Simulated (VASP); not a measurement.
# ZrO2 (Fm-3m) in VASP: single point with PBE

Aim: the single point of ZrO2 with PBE.

All numbers are computed with VASP 6.6.1; they aren't measurements. Logs are shortened: lines on timing, memory, paths and dates and some standing lists are left out, and cuts for length are marked.

### 1 The cell of the first run

The structure is cubic, space group Fm-3m (No. 225). Conventional cell: a = 5.071 Å, b = 5.071 Å, c = 5.071 Å, α = 90.00°, β = 90.00°, γ = 90.00°. Within 2.9 Å of Zr (site symmetry m-3m) lie 8 O at 2.20 Å. O (site symmetry -43m) has 4 Zr at 2.20 Å and 6 O at 2.54 Å within 2.9 Å.

### 2 Single point, PBE

The input, INCAR:

```
ALGO     = Normal         # electronic algorithm
EDIFF    = 1E-6           # SCF threshold, eV
ENCUT    = 600            # plane-wave cutoff, eV
GGA      = PE             # functional
GGA_COMPAT= F            
ISIF     = 2              # what is computed and relaxed
ISMEAR   = 0              # smearing method
LASPH    = T              # aspherical terms in the spheres
LCHARG   = F              # write CHGCAR
LREAL    = F              # projectors in reciprocal space
LWAVE    = F              # write WAVECAR
NBANDS   = 19             # bands
NELM     = 120            # most SCF steps
PREC     = Accurate       # precision mode
SIGMA    = 0.01           # smearing width, eV
```

The input, KPOINTS:

```
k-points
0
Gamma
  6 6 6
```

The input, POSCAR:

```
ZrO2
1.0
    0.0000000000      2.5356849173      2.5356849173
    2.5356849173      0.0000000000      2.5356849173
    2.5356849173      2.5356849173      0.0000000000
Zr O
1 2
Direct
    0.0000000000      0.0000000000      0.0000000000
    0.2500000000      0.2500000000      0.2500000000
    0.7500000000      0.7500000000      0.7500000000
```

Potentials or basis: VASP PAW PBE potentials, release 64 (Zr_sv, O).

Started as:

```sh
> cat potpaw_PBE.64/Zr_sv/POTCAR potpaw_PBE.64/O/POTCAR > POTCAR
> mpirun -np 1 vasp_std > vasp.out
```

OUTCAR:

```text
EDIFF = 1E-6
   ENCUT = 600
   GGA = PE
   ISIF = 2
   ISMEAR = 0
   LASPH = T
   LREAL = F
   NELM = 120
   PREC = Accurate

 ion  position               nearest neighbor table
   1  0.000  0.000  0.000-   2 2.20   3 2.20   3 2.20   3 2.20   3 2.20   2 2.20   2 2.20   2 2.20

   2  0.250  0.250  0.250-   1 2.20   1 2.20   1 2.20   1 2.20
   3  0.750  0.750  0.750-   1 2.20   1 2.20   1 2.20   1 2.20

  LATTYP: Found a face centered cubic cell.
 ALAT       =     5.0713698346

  Lattice vectors:

 A1 = (   0.0000000000,   2.5356849173,   2.5356849173)
 A2 = (   2.5356849173,   0.0000000000,   2.5356849173)
 A3 = (   2.5356849173,   2.5356849173,   0.0000000000)

Analysis of symmetry for initial positions (statically):
=====================================================================
 Subroutine PRICEL returns:
 Original cell was already a primitive cell.

 Routine SETGRP: Setting up the symmetry group for a
 face centered cubic supercell.

 Subroutine GETGRP returns: Found 48 space group operations
 (whereof 48 operations were pure point group operations)
 out of a pool of 48 trial point group operations.

The static configuration has the point symmetry O_h .

Analysis of symmetry for dynamics (positions and initial velocities):
=====================================================================
 Subroutine PRICEL returns:
 Original cell was already a primitive cell.

 Routine SETGRP: Setting up the symmetry group for a
 face centered cubic supercell.

 Subroutine GETGRP returns: Found 48 space group operations
 (whereof 48 operations were pure point group operations)
 out of a pool of 48 trial point group operations.

The dynamic configuration has the point symmetry O_h .

 Subroutine INISYM returns: Found 48 space group operations
 (whereof 48 operations are pure point group operations),
 and found     1 'primitive' translations

----------------------------------------------------------------------------------------

                                     Primitive cell

  volume of cell :      32.6074

  direct lattice vectors                    reciprocal lattice vectors
[... 73 lines left out ...]
   ICHARG =      2    charge: 1-file 2-atom 10-const
   ISPIN  =      1    spin polarized calculation?
   LNONCOLLINEAR =      F non collinear calculations
   LSORBIT =      F    spin-orbit coupling
   LASPH  =      T    aspherical Exc in radial PAW
   ENCUT  =  600.0 eV  44.10 Ry    6.64 a.u.   7.16  7.16  7.16*2*pi/ulx,y,z
   NELM   =    120;   NELMIN=  2; NELMDL= -5     # of ELM steps
   EDIFF  = 0.1E-05   stopping-criterion for ELM
   LREAL  =      F    real-space projection
   EDIFFG = 0.1E-04   stopping-criterion for IOM
   NSW    =      0    number of steps for IOM
   IBRION =     -1    ionic relax: 0-MD 1-quasi-New 2-CG
   NFREE  =      0    steps in history (QN), initial steepest desc. (CG)
   ISIF   =      2    stress and relaxation
   ISYM   =      2    0-nonsym 1-usesym 2-fastsym
   POTIM  = 0.5000    time-step for ionic-motion
   TEBEG  =    0.0;   TEEND  =   0.0 temperature during run
   PSTRESS=    0.0 pullay stress
   NELECT =      24.0000    total number of electrons
   NUPDOWN=      -1.0000    fix difference up-down
   EMIN   =  10.00;   EMAX   =-10.00  energy-range for DOS
   EFERMI =   0.00;   METHOD = LEGACY
   ISMEAR =     0;   SIGMA  =   0.01  broadening in eV -4-tet -1-fermi 0-gaus
   EFERMI_NEDOS =   21; number of points for ismear=-14 and -15
   IALGO  =     38    algorithm
   IMIX   =      4    mixing-type and parameters
     AMIX     =   0.40;   BMIX     =  1.00
     AMIX_MAG =   1.60;   BMIX_MAG =  1.00
  volume/ion in A,a.u.               =      10.87        73.35
  Fermi-wavevector in a.u.,A,eV,Ry     =   1.478110  2.793222 29.726116  2.184808
  Thomas-Fermi vector in A             =   2.592431
   LORBIT       =      0    0 simple, 1 ext, 2 COOP (PROOUT), +10 PAW based schemes
   GGA     = PE    functional components
   LHFCALC =     F    Hartree Fock is set to
   AEXX    =    0.0000 exact exchange contribution
   IVDW    =     0    specifies the selected vdW correction
   LEPSILON=     F    determine dielectric tensor
   LRPA    =     F    only Hartree local field effects (RPA)
 non-spin polarized calculation
 Gauss-broadening in eV      SIGMA  =   0.01
  energy-cutoff  :      600.00
  volume of cell :       32.61
 maximum number of plane-waves:      1113
 NGX is ok and might be reduce to    30
   NGX = 15   NGY = 15   NGZ = 15

 number of electron      23.9999996 magnetization

 Free energy of the ion-electron system (eV)
  ---------------------------------------------------
  ext. energy  EPLUGINS =         0.00000000
  ---------------------------------------------------
  free energy    TOTEN  =       -28.55302506 eV

  energy without entropy =      -28.55302506  energy(sigma->0) =      -28.55302506

 E-fermi :   7.4132     XC(G=0): -11.8418

 val. band max:        7.3465300561   @ k =   0.5000   0.5000   0.0000
 cond. band min:      10.7308943898   @ k =   0.0000   0.0000   0.0000
 fundamental gap:      3.3843643337
 Fermi energy:         7.4131554709

 k-point     1 :       0.0000    0.0000    0.0000
  band No.  band energies     occupation
      1     -40.6892      2.00000
      2     -18.5109      2.00000
      3     -18.5109      2.00000
      4     -18.5109      2.00000
      5     -10.9020      2.00000
      6      -8.3047      2.00000
[... 329 lines left out ...]
      6      -8.9150      2.00000
[... 11 lines left out ...]
     18      20.0017      0.00000
     19      22.3257      0.00000

------------------------ aborting loop because EDIFF is reached ----------------------------------------

  FORCE on cell =-STRESS in cart. coord.  units (eV):
  Direction    XX          YY          ZZ          XY          YZ          ZX
  --------------------------------------------------------------------------------------
  -------------------------------------------------------------------------------------
  Total        1.3511408      1.3511408      1.3511408      0.0000000      0.0000000     -0.0000000
  in kB       66.3888764     66.3888764     66.3888764      0.0000000      0.0000000     -0.0000000
  external PRESSURE =      66.3888764 kB  Pullay stress =       0.0000000 kB

 VOLUME and BASIS-vectors are now :
 -----------------------------------------------------------------------------
  energy-cutoff  :      600.00
  volume of cell :       32.61
      direct lattice vectors                 reciprocal lattice vectors
     0.000000000  2.535684917  2.535684917    -0.197185382  0.197185382  0.197185382
     2.535684917  0.000000000  2.535684917     0.197185382 -0.197185382  0.197185382
     2.535684917  2.535684917  0.000000000     0.197185382  0.197185382 -0.197185382

 POSITION                                       TOTAL-FORCE (eV/Angst)
 -----------------------------------------------------------------------------------
      0.00000      0.00000      0.00000         0.000000      0.000000     -0.000000
      1.26784      1.26784      1.26784         0.000000      0.000000     -0.000000
      3.80353      3.80353      3.80353        -0.000000     -0.000000      0.000000
 -----------------------------------------------------------------------------------
    total drift:                                0.000000     -0.000000      0.000000

  FREE ENERGIE OF THE ION-ELECTRON SYSTEM (eV)
  ---------------------------------------------------
  free  energy   TOTEN  =       -28.5530250581 eV

  energy  without entropy=      -28.5530250581  energy(sigma->0) =      -28.55302506
```

OSZICAR:

```text
N       E                     dE             d eps       ncg     rms          rms(c)
DAV:   1     0.198340785014E+03    0.19834E+03   -0.15695E+04   608   0.146E+03
DAV:   2    -0.248889053820E+02   -0.22323E+03   -0.21778E+03   755   0.362E+02
DAV:   3    -0.346698796830E+02   -0.97810E+01   -0.97310E+01   886   0.723E+01
DAV:   4    -0.348618364371E+02   -0.19196E+00   -0.19165E+00   795   0.915E+00
DAV:   5    -0.348656050137E+02   -0.37686E-02   -0.37683E-02   763   0.108E+00    0.248E+01
DAV:   6    -0.286324250643E+02    0.62332E+01   -0.22997E+01   643   0.397E+01    0.861E+00
DAV:   7    -0.285825169472E+02    0.49908E-01   -0.10225E+00   750   0.769E+00    0.693E+00
DAV:   8    -0.285721299823E+02    0.10387E-01   -0.35999E-01   653   0.561E+00    0.299E+00
DAV:   9    -0.285519366499E+02    0.20193E-01   -0.60564E-02   638   0.216E+00    0.342E-01
DAV:  10    -0.285532280026E+02   -0.12914E-02   -0.61605E-03   736   0.750E-01    0.372E-01
DAV:  11    -0.285529965924E+02    0.23141E-03   -0.88901E-04   650   0.304E-01    0.397E-02
DAV:  12    -0.285530367696E+02   -0.40177E-04   -0.89639E-05   704   0.720E-02    0.671E-02
DAV:  13    -0.285530242717E+02    0.12498E-04   -0.42759E-05   724   0.533E-02    0.603E-03
DAV:  14    -0.285530254309E+02   -0.11592E-05   -0.37870E-06   683   0.195E-02    0.126E-02
DAV:  15    -0.285530250581E+02    0.37273E-06   -0.90237E-07   506   0.896E-03
   1 F= -.28553025E+02 E0= -.28553025E+02  d E =-.413043E-23
```

stdout:

```text
POSCAR found type information on POSCAR ZrO
 POSCAR found :  2 types and       3 ions
 scaLAPACK will be used
 LDA part: xc-table for (Slater+PW92), standard interpolation
 POSCAR, INCAR and KPOINTS ok, starting setup
 FFT: planning ... GRIDC
 FFT: planning ... GRID_SOFT
 FFT: planning ... GRID
 WAVECAR not read
 entering main loop
```

It took 17 s on 1 thread of Intel Xeon Platinum 8488C (Sapphire Rapids), shared host; peak memory 0.16 GiB.

What came out:

| Property | Result |
| --- | --- |
| Free energy | -28.5530 eV |
| Pressure | 6.6 GPa |
| Band gap on the k mesh | 3.38 eV, indirect (least direct gap 3.84 eV) |

A k mesh can miss the band edges. A hybrid or GW would open this gap; PBE tends to underestimate it.
